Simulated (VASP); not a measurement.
# SnN2F2 in VASP: notebook

The runs below take SnN2F2 through single point, with PBE.

All numbers are computed with VASP 6.6.1; they aren't measurements. Logs are shortened: lines on timing, memory, paths and dates and some standing lists are left out, and cuts for length are marked.

### 1 The cell of the first run

Symmetry: C2/m, No. 12, monoclinic system. Conventional cell: a = 8.794 Å, b = 5.294 Å, c = 3.737 Å, α = 90.00°, β = 109.59°, γ = 90.00°. Sn (site symmetry 2/m) has 4 F at 2.35 Å and 4 N at 2.71 Å within 3.1 Å. Within 3.3 Å of F (site symmetry m) lie 2 Sn at 2.35 Å and 4 N at 2.55 to 3.20 Å and 3 F at 2.86 to 3.29 Å. Within 1.5 Å of N (site symmetry m) lie 1 N at 1.12 Å.

### 2 Single point, PBE

INCAR reads:

```
SYSTEM = SnN2F2
PREC     = Accurate       ! precision mode
ENCUT    = 520            ! plane-wave cutoff, eV
EDIFF    = 1E-6           ! SCF threshold, eV
ISMEAR   = -1             ! smearing method
SIGMA    = 0.05           ! smearing width, eV
LREAL    = .FALSE.        ! projectors in reciprocal space
LASPH    = .TRUE.         ! aspherical terms in the spheres
NELM     = 100            ! most SCF steps
ALGO     = Normal         ! electronic algorithm
ISIF     = 2              ! what is computed and relaxed
LWAVE    = .FALSE.        ! write WAVECAR
LCHARG   = .FALSE.        ! write CHGCAR
GGA      = PE             ! functional
NBANDS   = 27             ! bands
```

KPOINTS reads:

```
regular mesh
0
G
  6 6 8
  0 0 0
```

POSCAR reads:

```
SnN2F2
1.0
    4.3970390000     -2.6470130000      0.0000000000
    4.3970390000      2.6470130000      0.0000000000
   -1.2529480000      0.0000000000      3.5211200000
Sn F N
1 2 2
Direct
    0.0000000000      0.0000000000      0.0000000000
    0.1723560000      0.1723560000      0.6365290000
    0.8276440000      0.8276440000      0.3634710000
    0.4619940000      0.4619940000      0.0939310000
    0.5380060000      0.5380060000      0.9060690000
```

Potentials or basis: VASP PAW PBE potentials, release 64 (Sn_d, F, N).

Started as:

```bash
> cat potpaw_PBE.64/Sn_d/POTCAR potpaw_PBE.64/F/POTCAR potpaw_PBE.64/N/POTCAR > POTCAR
> mpirun -np 1 vasp_std > vasp.out
```

OUTCAR:

```text
SYSTEM = SnN2F2
   PREC = Accurate
   ENCUT = 520
   EDIFF = 1E-6
   ISMEAR = -1
   LREAL = .FALSE.
   LASPH = .TRUE.
   NELM = 100
   ISIF = 2
   GGA = PE

 ion  position               nearest neighbor table
   1  0.000  0.000  0.000-   2 2.35   3 2.35   2 2.35   3 2.35   5 2.71   5 2.71   4 2.71   4 2.71

   2  0.172  0.172  0.637-   1 2.35   1 2.35
   3  0.828  0.828  0.363-   1 2.35   1 2.35
   4  0.462  0.462  0.094-   5 1.12   1 2.71   1 2.71
   5  0.538  0.538  0.906-   4 1.12   1 2.71   1 2.71

  LATTYP: Found a base centered monoclinic cell.
 ALAT       =     8.7940780000
 B/A-ratio  =     0.6019989816
 C/A-ratio  =     0.4249906358
 COS(beta)  =    -0.3352458210

  Lattice vectors:

 A1 = (   4.3970390000,  -2.6470130000,   0.0000000000)
 A2 = (   4.3970390000,   2.6470130000,   0.0000000000)
 A3 = (  -1.2529480000,   0.0000000000,   3.5211200000)

Analysis of symmetry for initial positions (statically):
=====================================================================
 Subroutine PRICEL returns:
 Original cell was already a primitive cell.

 Routine SETGRP: Setting up the symmetry group for a
 base centered monoclinic supercell.

 Subroutine GETGRP returns: Found  4 space group operations
 (whereof  4 operations were pure point group operations)
 out of a pool of  4 trial point group operations.

The static configuration has the point symmetry C_2h.

Analysis of symmetry for dynamics (positions and initial velocities):
=====================================================================
 Subroutine PRICEL returns:
 Original cell was already a primitive cell.

 Routine SETGRP: Setting up the symmetry group for a
 base centered monoclinic supercell.

 Subroutine GETGRP returns: Found  4 space group operations
 (whereof  4 operations were pure point group operations)
 out of a pool of  4 trial point group operations.

The dynamic configuration has the point symmetry C_2h.

 Subroutine INISYM returns: Found  4 space group operations
 (whereof  4 operations are pure point group operations),
 and found     1 'primitive' translations

----------------------------------------------------------------------------------------

                                     Primitive cell

  volume of cell :      81.9648

  direct lattice vectors                    reciprocal lattice vectors
     4.397039000 -2.647013000  0.000000000     0.113712887 -0.188892159  0.040463357
     4.397039000  2.647013000  0.000000000     0.113712887  0.188892159  0.040463357
    -1.252948000  0.000000000  3.521120000     0.000000000  0.000000000  0.284000545

  length of vectors
     5.132312324  5.132312324  3.737400801     0.224160995  0.224160995  0.284000545

  position of ions in fractional coordinates (direct lattice)
     0.000000000  0.000000000  0.000000000
     0.172356000  0.172356000  0.636529000
     0.827644000  0.827644000  0.363471000
     0.461994000  0.461994000  0.093931000
     0.538006000  0.538006000  0.906069000

  ion indices of the primitive-cell ions
   primitive index   ion index
                 1           1
                 2           2
                 3           3
                 4           4
                 5           5

----------------------------------------------------------------------------------------

 KPOINTS: regular mesh

Automatic generation of k-mesh.
 Grid dimensions read from file:
 generate k-points for:    6    6    8

 Generating k-lattice:

  Cartesian coordinates                     Fractional coordinates (reciprocal lattice)
     0.018952148 -0.031482026  0.006743893     0.166666667  0.000000000  0.000000000
     0.018952148  0.031482026  0.006743893     0.000000000  0.166666667  0.000000000
     0.000000000  0.000000000  0.035500068     0.000000000  0.000000000  0.125000000

  Length of vectors
     0.037360166  0.037360166  0.035500068

  Shift w.r.t. Gamma in fractional coordinates (k-lattice)
     0.000000000  0.000000000  0.000000000

 Subroutine IBZKPT returns following result:
 ===========================================

 Found     89 irreducible k-points:

 Following reciprocal coordinates:
            Coordinates               Weight
  0.000000  0.000000  0.000000      1.000000
  0.166667 -0.000000 -0.000000      4.000000
  0.333333 -0.000000  0.000000      4.000000
  0.500000  0.000000  0.000000      2.000000
  0.166667  0.166667 -0.000000      2.000000
  0.333333  0.166667  0.000000      4.000000
[... 16 lines left out ...]
 -0.333333  0.166667  0.125000      4.000000
 -0.166667  0.166667  0.125000      4.000000
 [... further k-points ...]
   k-points           NKPTS =     89   k-points in BZ     NKDIM =     89   number of bands    NBANDS=     27
   number of dos      NEDOS =    301   number of ions     NIONS =      5
   total plane-waves  NPLWV =  44800
   dimension x,y,z NGX =    40 NGY =   40 NGZ =   28
   dimension x,y,z NGXF=    80 NGYF=   80 NGZF=   56
   ions per type =               1   2   2
   NGX,Y,Z   is equivalent  to a cutoff of  12.96, 12.96, 12.45 a.u.
   NGXF,Y,Z  is equivalent  to a cutoff of  25.91, 25.91, 24.91 a.u.
 SYSTEM =  SnN2F2
   PREC   = accura    normal or accurate (medium, high low for compatibility)
   ISTART =      0    job   : 0-new  1-cont  2-samecut
   ICHARG =      2    charge: 1-file 2-atom 10-const
   ISPIN  =      1    spin polarized calculation?
   LNONCOLLINEAR =      F non collinear calculations
   LSORBIT =      F    spin-orbit coupling
   LASPH  =      T    aspherical Exc in radial PAW
   ENCUT  =  520.0 eV  38.22 Ry    6.18 a.u.   9.54  9.54  6.95*2*pi/ulx,y,z
   NELM   =    100;   NELMIN=  2; NELMDL= -5     # of ELM steps
   EDIFF  = 0.1E-05   stopping-criterion for ELM
   LREAL  =      F    real-space projection
   EDIFFG = 0.1E-04   stopping-criterion for IOM
   NSW    =      0    number of steps for IOM
   IBRION =     -1    ionic relax: 0-MD 1-quasi-New 2-CG
   NFREE  =      0    steps in history (QN), initial steepest desc. (CG)
   ISIF   =      2    stress and relaxation
   ISYM   =      2    0-nonsym 1-usesym 2-fastsym
   POTIM  = 0.5000    time-step for ionic-motion
   TEBEG  =    0.0;   TEEND  =   0.0 temperature during run
   PSTRESS=    0.0 pullay stress
   NELECT =      38.0000    total number of electrons
   NUPDOWN=      -1.0000    fix difference up-down
   EMIN   =  10.00;   EMAX   =-10.00  energy-range for DOS
   EFERMI =   0.00;   METHOD = LEGACY
   ISMEAR =    -1;   SIGMA  =   0.05  broadening in eV -4-tet -1-fermi 0-gaus
   EFERMI_NEDOS =   21; number of points for ismear=-14 and -15
   IALGO  =     38    algorithm
   IMIX   =      4    mixing-type and parameters
     AMIX     =   0.40;   BMIX     =  1.00
     AMIX_MAG =   1.60;   BMIX_MAG =  1.00
  volume/ion in A,a.u.               =      16.39       110.63
  Fermi-wavevector in a.u.,A,eV,Ry     =   1.267050  2.394377 21.842994  1.605415
  Thomas-Fermi vector in A             =   2.400218
   LORBIT       =      0    0 simple, 1 ext, 2 COOP (PROOUT), +10 PAW based schemes
   GGA     = PE    functional components
   LHFCALC =     F    Hartree Fock is set to
   AEXX    =    0.0000 exact exchange contribution
   IVDW    =     0    specifies the selected vdW correction
   LEPSILON=     F    determine dielectric tensor
   LRPA    =     F    only Hartree local field effects (RPA)
 non-spin polarized calculation
  energy-cutoff  :      520.00
  volume of cell :       81.96
 maximum number of plane-waves:      2228
 NGX is ok and might be reduce to    40
   NGX = 19   NGY = 19   NGZ = 13

 number of electron      37.9999997 magnetization

 Free energy of the ion-electron system (eV)
  ---------------------------------------------------
  ext. energy  EPLUGINS =         0.00000000
  ---------------------------------------------------
  free energy    TOTEN  =       -28.70102554 eV

  energy without entropy =      -28.70102197  energy(sigma->0) =      -28.70102376

 E-fermi :   2.5937     XC(G=0):  -8.8016

 val. band max:        2.1181975421   @ k =   0.5000   0.0000   0.5000
 cond. band min:       3.0814085576   @ k =   0.5000   0.0000   0.5000
 fundamental gap:      0.9632110156
 Fermi energy:         2.5936815597

 k-point     1 :       0.0000    0.0000    0.0000
  band No.  band energies     occupation
      1     -22.0462      2.00000
      2     -20.0745      2.00000
      3     -19.6073      2.00000
      4     -18.8737      2.00000
      5     -18.8152      2.00000
      6     -18.7766      2.00000
[... 19 lines left out ...]
     26      11.5357      0.00000
     27      13.4543      0.00000

 k-point     2 :       0.1667   -0.0000   -0.0000
  band No.  band energies     occupation
      1     -22.0357      2.00000
      2     -20.0687      2.00000
      3     -19.6149      2.00000
      4     -18.8737      2.00000
      5     -18.8154      2.00000
      6     -18.7867      2.00000
[... 19 lines left out ...]
     26      11.8512      0.00000
     27      13.1591      0.00000

 k-point     3 :       0.3333   -0.0000    0.0000
  band No.  band energies     occupation
      1     -22.0145      2.00000
      2     -20.0566      2.00000
      3     -19.6304      2.00000
      4     -18.8738      2.00000
      5     -18.8159      2.00000
      6     -18.8096      2.00000
[... 19 lines left out ...]
     26      12.7892      0.00000
     27      12.9737      0.00000

 k-point     4 :       0.5000    0.0000    0.0000
  band No.  band energies     occupation
      1     -22.0037      2.00000
      2     -20.0502      2.00000
      3     -19.6382      2.00000
      4     -18.8740      2.00000
      5     -18.8222      2.00000
      6     -18.8160      2.00000
[... 19 lines left out ...]
     26      12.9280      0.00000
     27      13.3871      0.00000
[... 516 lines left out ...]
      4     -18.8729      2.00000
      5     -18.8192      2.00000
      6     -18.8183      2.00000
[... 19 lines left out ...]
     26      12.7076      0.00000
     27      13.8855      0.00000

 k-point    23 :      -0.3333    0.1667    0.1250
  band No.  band energies     occupation
      1     -21.9988      2.00000
      2     -20.0090      2.00000
      3     -19.7253      2.00000
      4     -18.8733      2.00000
      5     -18.8302      2.00000
      6     -18.8186      2.00000
[... 19 lines left out ...]
     26      12.3863      0.00000
     27      13.5592      0.00000

 k-point    24 :      -0.1667    0.1667    0.1250
  band No.  band energies     occupation
      1     -22.0102      2.00000
      2     -20.0250      2.00000
      3     -19.7079      2.00000
      4     -18.8735      2.00000
      5     -18.8184      2.00000
      6     -18.8159      2.00000
[... 19 lines left out ...]
     26      12.1908      0.00000
     27      13.3282      0.00000

 [... further k-points ...]

------------------------ aborting loop because EDIFF is reached ----------------------------------------

  FORCE on cell =-STRESS in cart. coord.  units (eV):
  Direction    XX          YY          ZZ          XY          YZ          ZX
  --------------------------------------------------------------------------------------
  -------------------------------------------------------------------------------------
  Total        0.6359025      8.1937502      0.5988985      0.0000000      0.0000000      0.1543663
  in kB       12.4300799    160.1644367     11.7067559      0.0000000      0.0000000      3.0174216
  external PRESSURE =      61.4337575 kB  Pullay stress =       0.0000000 kB

 VOLUME and BASIS-vectors are now :
 -----------------------------------------------------------------------------
  energy-cutoff  :      520.00
  volume of cell :       81.96
      direct lattice vectors                 reciprocal lattice vectors
     4.397039000 -2.647013000  0.000000000     0.113712887 -0.188892159  0.040463357
     4.397039000  2.647013000  0.000000000     0.113712887  0.188892159  0.040463357
    -1.252948000  0.000000000  3.521120000     0.000000000  0.000000000  0.284000545

 POSITION                                       TOTAL-FORCE (eV/Angst)
 -----------------------------------------------------------------------------------
      0.00000      0.00000      0.00000         0.000000      0.000000     -0.000000
      0.71817      0.00000      2.24129        -0.153287      0.000000     -0.057659
      6.82296      0.00000      1.27983         0.153287      0.000000      0.057659
      3.94512      0.00000      0.33074         0.169702      0.000000     -0.034415
      3.59601      0.00000      3.19038        -0.169702      0.000000      0.034415
 -----------------------------------------------------------------------------------
    total drift:                                0.000000     -0.000000     -0.000000

  FREE ENERGIE OF THE ION-ELECTRON SYSTEM (eV)
  ---------------------------------------------------
  free  energy   TOTEN  =       -28.7010255393 eV

  energy  without entropy=      -28.7010219744  energy(sigma->0) =      -28.70102376
```

It took 2.2 min on 1 thread of Intel Xeon Platinum 8259CL at 2.50GHz (Skylake/Cascade Lake), shared host; peak memory 0.32 GiB.

What came out:

* Free energy: -28.7010 eV
* Pressure: 6.1 GPa
* Largest force: 0.173 eV/Å
* Band gap on the k mesh: 0.96 eV

Forces on the atoms (eV/Å):
```
Sn   0.000  0.000  0.000
F   -0.153  0.000 -0.058
F    0.153  0.000  0.058
N    0.170  0.000 -0.034
N   -0.170  0.000  0.034
```

Levels at points of the mesh, in eV from the valence-band top:
```csv
k point,band 15,band 16,band 17,band 18,band 19,band 20,band 21,band 22,band 23,band 24
"(0.00, 0.00, 0.00)",-3.42,-3.35,-3.00,-2.83,-1.94,1.82,2.09,4.01,4.56,7.14
"(0.50, 0.00, 0.00)",-3.35,-3.27,-3.04,-2.98,-1.20,1.31,1.97,3.00,3.79,7.60
"(0.50, 0.50, 0.00)",-3.48,-3.28,-2.89,-2.72,-1.64,1.87,1.98,2.89,4.65,7.21
"(0.00, 0.00, 0.50)",-4.18,-3.14,-3.10,-2.86,-0.55,1.42,2.83,4.60,4.67,5.82
"(0.50, 0.00, 0.50)",-4.30,-3.11,-2.92,-2.68,0.00,0.96,2.82,2.88,4.95,6.31
"(0.50, 0.50, 0.50)",-4.17,-3.33,-2.85,-2.84,-0.43,1.40,2.97,4.55,5.03,5.63
```

Caveat: the standard files for N, O and F lose accuracy on very short bonds; the stress differs along the axes, from 1 to 16 GPa; spin-orbit coupling is left out, which moves the levels of the heavy elements. A k mesh can miss the band edges.

(Continued in part 2 of 2.)
